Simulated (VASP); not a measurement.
Write the native input for VASP 6.6.1 that does the following.

| Item | Value |
| --- | --- |
| Task | single point |
| Functional | r2SCAN |
| Potentials or basis | VASP PAW PBE potentials, release 64 (Cd) |
| Cutoff | 520 eV |
| k mesh | 20 × 20 × 20 |
| Occupations | gaussian, width 0.15 eV |
| Spin | no spin polarisation |
| Dipole correction | no |
| Further INCAR settings | ALGO = Normal; EDIFF = 1e-06; NBANDS = 12 |

The system is Cd.

```
CELL_PARAMETERS angstrom
-1.78432 1.78432 1.78432
1.78432 -1.78432 1.78432
1.78432 1.78432 -1.78432
ATOMIC_POSITIONS crystal
Cd 0.00000 0.00000 0.00000
```

This isn't the form of Cd at room conditions, which is hcp.

One way to write it, as run:

POSCAR

```
Cd
1.0
   -1.7843220000      1.7843220000      1.7843220000
    1.7843220000     -1.7843220000      1.7843220000
    1.7843220000      1.7843220000     -1.7843220000
Cd
1
Direct
    0.0000000000      0.0000000000      0.0000000000
```

INCAR.step1

```
ALGO     = Normal         # electronic algorithm
EDIFF    = 1E-4           # SCF threshold, eV
ENCUT    = 520            # plane-wave cutoff, eV
GGA      = PE             # functional
ISMEAR   = 0              # smearing method
LASPH    = True           # aspherical terms in the spheres
LCHARG   = False          # write CHGCAR
LREAL    = False          # projectors in reciprocal space
LWAVE    = True           # write WAVECAR
NBANDS   = 12             # bands
NELM     = 100            # most SCF steps
PREC     = Accurate       # precision mode
SIGMA    = 0.15           # smearing width, eV
```

INCAR.step2

```
ALGO     = Normal         # electronic algorithm
EDIFF    = 1E-6           # SCF threshold, eV
ENCUT    = 520            # plane-wave cutoff, eV
ISIF     = 2              # what is computed and relaxed
ISMEAR   = 0              # smearing method
ISTART   = 1            
LASPH    = True           # aspherical terms in the spheres
LCHARG   = True           # write CHGCAR
LELF     = True           # ELF
LMIXTAU  = True         
LREAL    = False          # projectors in reciprocal space
LVHAR    = True         
LWAVE    = False          # write WAVECAR
METAGGA  = R2SCAN         # meta-GGA
NBANDS   = 12             # bands
NELM     = 100            # most SCF steps
PREC     = Accurate       # precision mode
SIGMA    = 0.15           # smearing width, eV
```

KPOINTS

```
k-points
0
Gamma
  20 20 20
```

Potentials or basis: VASP PAW PBE potentials, release 64 (Cd).

The run is started by

```bash
$ cat potpaw_PBE.64/Cd/POTCAR > POTCAR
$ cp INCAR.step1 INCAR
$ mpirun -np 1 vasp_std > vasp.out
$ cp INCAR.step2 INCAR
$ mpirun -np 1 vasp_std > vasp.out
```

Results of the run:

```
Pressure               : -1.0 GPa
Band gap on the k mesh : zero (bands 6 and 7 overlap by 4.55 eV)
```

Caveat: the PAW data sets were made with another functional, which shifts forces and pressure a little.

Run time: 110 s on 1 thread of Intel Xeon 8259CL (shared host), peak memory 0.19 GiB.
